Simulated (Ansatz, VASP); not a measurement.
Two plane-wave programs on Be

```xyz
8
Lattice="4.0075 0.0000 0.0000 0.0000 4.0075 0.0000 0.0000 0.0000 4.0075" Properties=species:S:1:pos:R:3 pbc="T T T"
Be    2.0038    2.0038    2.0038
Be    0.0000    0.0000    0.0000
Be    1.0019    0.0000    2.0038
Be    2.0038    1.0019    0.0000
Be    2.0038    3.0057    0.0000
Be    3.0057    0.0000    2.0038
Be    0.0000    2.0038    3.0057
Be    0.0000    2.0038    1.0019
```

Alike in both runs: task relaxation of cell and atoms; functional PBEsol; k mesh 10 × 10 × 10; occupations gaussian, width 0.1 eV; no spin polarisation.

|  | VASP | Ansatz |
| --- | --- | --- |
| version | VASP 6.6.1 | Ansatz 0.2.0 |
| potentials or method | VASP PAW PBE potentials, release 64 (Be), cutoff 600 eV | scalar-relativistic, plane waves, PAW |
| valence electrons in the cell | 16 | 16 |

|  | VASP | Ansatz | Ansatz less VASP |
| --- | --- | --- | --- |
| gap on the k mesh at the Fermi level, each at its own relaxed structure (eV) | none | none | - |
| relaxed volume (Å³/atom) | 8.01 | 7.97 | -0.030 |
| relaxed cell length with the largest relative difference (Å) | 4.001 | 3.996 | -0.0051 |

VASP's potentials were made for PBE, not for PBEsol. A gap of «none» marks a metal or a gap that the smearing closes.
